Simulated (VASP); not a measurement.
# Hf in VASP: further runs, part 2 of 3

VASP 6.6.1. The steps go on from the part before.

**3. Single point, PBE**

The input, INCAR:

```
  ALGO = Normal
  EDIFF = 1E-6
  ENCUT = 520
  GGA = PE
  ISIF = 2
  ISMEAR = -1
  LASPH = T
  LCHARG = F
  LREAL = F
  LWAVE = F
  NBANDS = 11
  NELM = 60
  PREC = Accurate
  SIGMA = 0.05
```

The input, KPOINTS:

```
k-points
0
Gamma
  10 10 1
```

The input, POSCAR:

```
Hf
1.0
    2.7787600000      0.0000000000      0.0000000000
    0.0000000000      2.7787600000      0.0000000000
    0.0000000000      0.0000000000     23.8000000000
Hf
1
Direct
    0.0000000000      0.0000000000      0.2941200000
```

Potentials or basis: VASP PAW PBE potentials, release 64 (Hf_pv).

On the command line:

```console
$ cat potpaw_PBE.64/Hf_pv/POTCAR > POTCAR
$ mpirun -np 1 vasp_std > vasp.out
```

OUTCAR:

```text
EDIFF = 1E-6
   ENCUT = 520
   GGA = PE
   ISIF = 2
   ISMEAR = -1
   LASPH = T
   LREAL = F
   NELM = 60
   PREC = Accurate

 ion  position               nearest neighbor table
   1  0.000  0.000  0.294-

  LATTYP: Found a simple tetragonal cell.
 ALAT       =     2.7787600000
 C/A-ratio  =     8.5649714261

  Lattice vectors:

 A1 = (   2.7787600000,   0.0000000000,   0.0000000000)
 A2 = (   0.0000000000,   2.7787600000,   0.0000000000)
 A3 = (   0.0000000000,   0.0000000000,  23.8000000000)

Analysis of symmetry for initial positions (statically):
=====================================================================
 Subroutine PRICEL returns:
 Original cell was already a primitive cell.

 Routine SETGRP: Setting up the symmetry group for a
 simple tetragonal supercell.

 Subroutine GETGRP returns: Found 16 space group operations
 (whereof  8 operations were pure point group operations)
 out of a pool of 16 trial point group operations.

The static configuration has the point symmetry C_4v.
 The point group associated with its full space group is D_4h.

Analysis of symmetry for dynamics (positions and initial velocities):
=====================================================================
 Subroutine PRICEL returns:
 Original cell was already a primitive cell.

 Routine SETGRP: Setting up the symmetry group for a
 simple tetragonal supercell.

 Subroutine GETGRP returns: Found 16 space group operations
 (whereof  8 operations were pure point group operations)
 out of a pool of 16 trial point group operations.

The dynamic configuration has the point symmetry C_4v.
 The point group associated with its full space group is D_4h.

 Subroutine INISYM returns: Found 16 space group operations
 (whereof  8 operations are pure point group operations),
 and found     1 'primitive' translations

----------------------------------------------------------------------------------------

                                     Primitive cell

  volume of cell :     183.7719

  direct lattice vectors                    reciprocal lattice vectors
     2.778760000  0.000000000  0.000000000     0.359872749  0.000000000  0.000000000
     0.000000000  2.778760000  0.000000000     0.000000000  0.359872749  0.000000000
     0.000000000  0.000000000 23.800000000     0.000000000  0.000000000  0.042016807

  length of vectors
     2.778760000  2.778760000 23.800000000     0.359872749  0.359872749  0.042016807

  position of ions in fractional coordinates (direct lattice)
     0.000000000  0.000000000  0.294120000

  ion indices of the primitive-cell ions
   primitive index   ion index
                 1           1

----------------------------------------------------------------------------------------

 KPOINTS: k-points

Automatic generation of k-mesh.
 Grid dimensions read from file:
 generate k-points for:   10   10    1

 Generating k-lattice:

  Cartesian coordinates                     Fractional coordinates (reciprocal lattice)
     0.035987275  0.000000000  0.000000000     0.100000000  0.000000000  0.000000000
     0.000000000  0.035987275  0.000000000     0.000000000  0.100000000  0.000000000
     0.000000000  0.000000000  0.042016807     0.000000000  0.000000000  1.000000000

  Length of vectors
     0.035987275  0.035987275  0.042016807

  Shift w.r.t. Gamma in fractional coordinates (k-lattice)
     0.000000000  0.000000000  0.000000000

 Subroutine IBZKPT returns following result:
 ===========================================

 Found     21 irreducible k-points:

 Following reciprocal coordinates:
            Coordinates               Weight
  0.000000  0.000000  0.000000      1.000000
  0.100000  0.000000  0.000000      4.000000
  0.200000  0.000000  0.000000      4.000000
  0.300000  0.000000  0.000000      4.000000
  0.400000  0.000000  0.000000      4.000000
  0.500000  0.000000  0.000000      2.000000
[... 13 lines left out ...]
  0.500000  0.400000  0.000000      4.000000
  0.500000  0.500000  0.000000      1.000000
   k-points           NKPTS =     21   k-points in BZ     NKDIM =     21   number of bands    NBANDS=     11
   number of dos      NEDOS =    301   number of ions     NIONS =      1
   total plane-waves  NPLWV = 103680
   dimension x,y,z NGX =    24 NGY =   24 NGZ =  180
   dimension x,y,z NGXF=    48 NGYF=   48 NGZF=  360
   ions per type =               1
   NGX,Y,Z   is equivalent  to a cutoff of  14.36, 14.36, 12.57 a.u.
   NGXF,Y,Z  is equivalent  to a cutoff of  28.72, 28.72, 25.15 a.u.
 SYSTEM =  unknown system
   PREC   = accura    normal or accurate (medium, high low for compatibility)
   ISTART =      0    job   : 0-new  1-cont  2-samecut
   ICHARG =      2    charge: 1-file 2-atom 10-const
   ISPIN  =      1    spin polarized calculation?
   LNONCOLLINEAR =      F non collinear calculations
   LSORBIT =      F    spin-orbit coupling
   LASPH  =      T    aspherical Exc in radial PAW
   ENCUT  =  520.0 eV  38.22 Ry    6.18 a.u.   5.17  5.17 44.25*2*pi/ulx,y,z
   NELM   =     60;   NELMIN=  2; NELMDL= -5     # of ELM steps
   EDIFF  = 0.1E-05   stopping-criterion for ELM
   LREAL  =      F    real-space projection
   EDIFFG = 0.1E-04   stopping-criterion for IOM
   NSW    =      0    number of steps for IOM
   IBRION =     -1    ionic relax: 0-MD 1-quasi-New 2-CG
   NFREE  =      0    steps in history (QN), initial steepest desc. (CG)
   ISIF   =      2    stress and relaxation
   ISYM   =      2    0-nonsym 1-usesym 2-fastsym
   POTIM  = 0.5000    time-step for ionic-motion
   TEBEG  =    0.0;   TEEND  =   0.0 temperature during run
   PSTRESS=    0.0 pullay stress
   NELECT =      10.0000    total number of electrons
   NUPDOWN=      -1.0000    fix difference up-down
   EMIN   =  10.00;   EMAX   =-10.00  energy-range for DOS
   EFERMI =   0.00;   METHOD = LEGACY
   ISMEAR =    -1;   SIGMA  =   0.05  broadening in eV -4-tet -1-fermi 0-gaus
   EFERMI_NEDOS =   21; number of points for ismear=-14 and -15
   IALGO  =     38    algorithm
   IMIX   =      4    mixing-type and parameters
     AMIX     =   0.40;   BMIX     =  1.00
     AMIX_MAG =   1.60;   BMIX_MAG =  1.00
  volume/ion in A,a.u.               =     183.77      1240.15
  Fermi-wavevector in a.u.,A,eV,Ry     =   0.620367  1.172323  5.236268  0.384855
  Thomas-Fermi vector in A             =   1.679493
   LORBIT       =      0    0 simple, 1 ext, 2 COOP (PROOUT), +10 PAW based schemes
   GGA     = PE    functional components
   LHFCALC =     F    Hartree Fock is set to
   AEXX    =    0.0000 exact exchange contribution
   IVDW    =     0    specifies the selected vdW correction
   LEPSILON=     F    determine dielectric tensor
   LRPA    =     F    only Hartree local field effects (RPA)
 non-spin polarized calculation
  energy-cutoff  :      520.00
  volume of cell :      183.77
 maximum number of plane-waves:      4993
 NGX is ok and might be reduce to    24
   NGX = 11   NGY = 11   NGZ = 89

 number of electron      10.0000000 magnetization

 Free energy of the ion-electron system (eV)
  ---------------------------------------------------
  ext. energy  EPLUGINS =         0.00000000
  ---------------------------------------------------
  free energy    TOTEN  =        -7.47039981 eV

  energy without entropy =       -7.44911737  energy(sigma->0) =       -7.45975859

 E-fermi :  -3.0899     XC(G=0):  -2.1605

 val. band max:       -3.0906289734   @ k =   0.2000   0.1000   0.0000
 cond. band min:      -3.0855784492   @ k =   0.1000   0.1000   0.0000
 fundamental gap:      0.0050505242
 Fermi energy:        -3.0899463113

 k-point     1 :       0.0000    0.0000    0.0000
  band No.  band energies     occupation
      1     -34.0702      2.00000
      2     -33.0950      2.00000
      3     -33.0950      2.00000
      4      -8.3202      2.00000
      5      -4.6387      2.00000
      6      -3.4319      1.99786
      7      -2.8465      0.01525
      8       0.8620      0.00000
      9       1.0964      0.00000
     10       1.4227      0.00000
     11       1.7841      0.00000
[... 267 lines left out ...]
 k-point    21 :       0.5000    0.5000    0.0000
  band No.  band energies     occupation
      1     -34.2485      2.00000
      2     -34.2485      2.00000
      3     -33.7628      2.00000
      4      -5.9758      2.00000
      5      -2.6727      0.00048
      6      -2.6727      0.00048
      7       0.2027      0.00000
      8       4.0484      0.00000
      9       4.0484      0.00000
     10       5.5492      0.00000
     11       6.8579      0.00000

------------------------ aborting loop because EDIFF is reached ----------------------------------------

  FORCE on cell =-STRESS in cart. coord.  units (eV):
  Direction    XX          YY          ZZ          XY          YZ          ZX
  --------------------------------------------------------------------------------------
  -------------------------------------------------------------------------------------
  Total       -0.1874392     -0.1874392     -0.0030851      0.0000000      0.0000000     -0.0000000
  in kB       -1.6341500     -1.6341500     -0.0268971      0.0000000      0.0000000     -0.0000000
  external PRESSURE =      -1.0983990 kB  Pullay stress =       0.0000000 kB

 VOLUME and BASIS-vectors are now :
 -----------------------------------------------------------------------------
  energy-cutoff  :      520.00
  volume of cell :      183.77
      direct lattice vectors                 reciprocal lattice vectors
     2.778760000  0.000000000  0.000000000     0.359872749  0.000000000  0.000000000
     0.000000000  2.778760000  0.000000000     0.000000000  0.359872749  0.000000000
     0.000000000  0.000000000 23.800000000     0.000000000  0.000000000  0.042016807

 POSITION                                       TOTAL-FORCE (eV/Angst)
 -----------------------------------------------------------------------------------
      0.00000      0.00000      7.00006         0.000000      0.000000     -0.000000
 -----------------------------------------------------------------------------------
    total drift:                                0.000000      0.000000      0.000003

  FREE ENERGIE OF THE ION-ELECTRON SYSTEM (eV)
  ---------------------------------------------------
  free  energy   TOTEN  =        -7.4703998129 eV

  energy  without entropy=       -7.4491173745  energy(sigma->0) =       -7.45975859
```

OSZICAR:

```text
N       E                     dE             d eps       ncg     rms          rms(c)
DAV:   1     0.973081506069E+01    0.97308E+01   -0.51525E+03   630   0.630E+02
DAV:   2    -0.712517336398E+01   -0.16856E+02   -0.16425E+02   797   0.901E+01
DAV:   3    -0.787700543265E+01   -0.75183E+00   -0.73849E+00   605   0.122E+01
[... 12 lines left out ...]
DAV:  16    -0.747036176935E+01   -0.56196E-04   -0.34870E-06   585   0.629E-03    0.236E-03
DAV:  17    -0.747038453817E+01   -0.22769E-04   -0.94831E-07   556   0.272E-03    0.846E-04
DAV:  18    -0.747039528129E+01   -0.10743E-04   -0.65314E-07   492   0.138E-03    0.486E-04
DAV:  19    -0.747039949511E+01   -0.42138E-05   -0.35839E-07   494   0.978E-04    0.346E-04
DAV:  20    -0.747039981294E+01   -0.31783E-06   -0.74452E-09   473   0.235E-04
   1 F= -.74703998E+01 E0= -.74597586E+01  d E =-.212824E-01
```

Run time: 23 s. Hardware: 1 thread of Intel Xeon 6975P-C (Granite Rapids), shared host; peak memory 0.29 GiB.

Results:

```yaml
Free_energy: -7.4704 eV
Band_gap_on_the_k_mesh: zero (band 5 reaches -2.67 eV, above the bottom of band 6 at -3.43 eV)
```

Levels at points of the mesh, in eV from the Fermi level:
```
           k point  band 1  band 2  band 3  band 4  band 5  band 6  band 7  band 8  band 9  band 10
(0.00, 0.00, 0.00)  -30.98  -30.01  -30.01   -5.23   -1.55   -0.34    0.24    3.95    4.19     4.51
(0.50, 0.00, 0.00)  -31.35  -30.82  -29.88   -1.77   -1.28    1.62    1.73    3.50    5.16     5.59
(0.50, 0.50, 0.00)  -31.16  -31.16  -30.67   -2.89    0.42    0.42    3.29    7.14    7.14     8.64
```

Caveat: spin-orbit coupling is left out, which moves the levels of the heavy elements.

**4. Single point, LDA**

The input, INCAR:

```
SYSTEM = Hf
PREC = Accurate ; ENCUT = 520
EDIFF = 1E-6 ; ISMEAR = -1
SIGMA = 0.05 ; LREAL = .False.
LASPH = .True. ; NELM = 60
ALGO = Normal ; ISIF = 2
LWAVE = .False. ; LCHARG = .True.
LDIPOL = .True. ; IDIPOL = 3
DIPOL = 0.5 0.5 0.294 ; LELF = .True.
LVHAR = .True. ; LVACPOTAV = .True.
NBANDS = 11
```

The input, KPOINTS:

```
Automatic mesh
0
Gamma
  10 10 1
  0 0 0
```

POSCAR is that of step 3.

Potentials or basis: VASP PAW LDA potentials, release 64 (Hf_pv).

On the command line:

```console
$ cat potpaw_LDA.64/Hf_pv/POTCAR > POTCAR
$ mpirun -np 1 vasp_std > vasp.out
```

Run time: 21 s. Hardware: 1 thread of Intel Xeon 6975P-C (Granite Rapids), shared host; peak memory 0.25 GiB.

Results (log left out):

```
Free energy            : -8.0823 eV
Band gap on the k mesh : zero (band 5 reaches -2.91 eV, above the bottom of band 6 at -3.74 eV)
```

Levels at points of the mesh, in eV from the Fermi level:
| k point | band 1 | band 2 | band 3 | band 4 | band 5 | band 6 | band 7 | band 8 | band 9 | band 10 |
| --- | --- | --- | --- | --- | --- | --- | --- | --- | --- | --- |
| (0.00, 0.00, 0.00) | -30.82 | -29.85 | -29.85 | -5.19 | -1.61 | -0.45 | 0.28 | 4.13 | 4.42 | 4.70 |
| (0.50, 0.00, 0.00) | -31.22 | -30.65 | -29.72 | -1.81 | -1.29 | 1.46 | 1.86 | 3.42 | 5.13 | 5.52 |
| (0.50, 0.50, 0.00) | -31.02 | -31.02 | -30.50 | -2.90 | 0.38 | 0.38 | 3.10 | 7.21 | 7.21 | 8.77 |

Caveat: spin-orbit coupling is left out, which moves the levels of the heavy elements.

(Part 2 of 3 ends here.)
